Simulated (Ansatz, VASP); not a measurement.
Two plane-wave programs on Ru

```
CELL_PARAMETERS angstrom
0.00000 1.89243 1.89243
1.89243 0.00000 1.89243
1.89243 1.89243 0.00000
ATOMIC_POSITIONS crystal
Ru 0.00000 0.00000 0.00000
```

Alike in both runs: task relaxation of cell and atoms; functional PBE; k mesh 14 × 14 × 14; occupations fermi-dirac, width 0.05 eV; collinear spin.

|  | VASP | Ansatz |
| --- | --- | --- |
| version | VASP 6.6.1 | Ansatz 0.2.0 |
| potentials or method | VASP PAW PBE potentials, release 64 (Ru_pv), cutoff 600 eV | plane waves (420 eV) with PAW, scalar-relativistic |
| valence electrons in the cell | 14 | 16 |

```tsv
	VASP	Ansatz	Ansatz less VASP
net moment per atom (μB)	0.00	0.00	0.000
relaxed volume (Å³/atom)	13.84	13.84	+0.003
relaxed cell length with the largest relative difference (Å)	2.695	2.695	+0.0002
```

VASP's potentials hold 14 valence electrons a cell and Ansatz's 16, so a difference there can come from the potentials and not from the codes. Ansatz's warnings: seeded moment not kept.
